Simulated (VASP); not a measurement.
# AlRu: relaxation of cell and atoms with PBEsol

AlRu:

```
CELL_PARAMETERS angstrom
2.97683 0.00000 0.00000
0.00000 2.97683 0.00000
0.00000 0.00000 2.97683
ATOMIC_POSITIONS crystal
Al 0.00000 0.00000 0.00000
Ru 0.50000 0.50000 0.50000
```

```yaml
Program: VASP 6.6.1
Task: relaxation of cell and atoms
Functional: PBEsol
Potentials_or_basis: VASP PAW PBE potentials, release 64 (Al, Ru_pv)
Cutoff: 600 eV
k_mesh: 16 × 16 × 16
Occupations: fermi-dirac, width 0.08 eV
Spin: no spin polarisation
Target_pressure: 1 GPa
Dipole_correction: no
Further_INCAR_settings: ALGO = Normal; EDIFF = 1e-07; IBRION = 2; EDIFFG = -0.002; NSW = 100; ISIF = 3
```

```yaml
Relaxed_volume: 13.13 Å³/atom
Relaxed_cell: a = 2.972 Å, b = 2.972 Å, c = 2.972 Å, α = 90.00°, β = 90.00°, γ = 90.00°
Space_group_after_relaxing_to_0.1_Å: Pm-3m (No. 221)
Energy_change_on_relaxing_the_run_minimises_the_enthalpy: +0.2 meV/atom
Ionic_steps: 3
Pressure_after_relaxing: 1.0 GPa
Band_gap_on_the_k_mesh: zero (an odd number of electrons rules out a gap without spin polarisation)
```

Step by step:
| step | energy change (eV) | largest force (eV/Å) | pressure (GPa) | volume (Å³) |
| --- | --- | --- | --- | --- |
| 1 | 0.0000 | 0.0000 | 0.03 | 26.38 |
| 2 | 0.0025 | 0.0000 | 2.64 | 26.08 |
| 3 | 0.0004 | 0.0000 | 1.01 | 26.26 |

Final structure:
```xyz
2
Lattice="2.9725 0.0000 0.0000 0.0000 2.9725 0.0000 0.0000 0.0000 2.9725" Properties=species:S:1:pos:R:3 pbc="T T T"
Al    0.0000    0.0000    0.0000
Ru    1.4862    1.4862    1.4862
```

Levels at points of the mesh, in eV from the Fermi level:
```tsv
k point	band 7	band 8	band 9	band 10	band 11	band 12
(0.00, 0.00, 0.00)	0.18	0.18	0.18	6.14	6.14	6.14
(0.50, 0.00, 0.00)	-1.66	-1.66	0.44	2.33	7.42	11.08
(0.50, 0.50, 0.00)	-1.40	-1.22	-1.22	1.56	5.38	6.46
(0.50, 0.50, 0.50)	1.65	1.65	2.70	4.12	4.12	4.12
```

Run time: 44 s on 1 thread of Intel(R) Xeon(R) Platinum 8488C (Sapphire Rapids) (shared host), peak memory 0.2 GiB.

Caveat: the cell is relaxed towards a set pressure, so the run minimises the enthalpy, not the energy; the PAW data sets were made with another functional, which shifts forces and pressure a little.
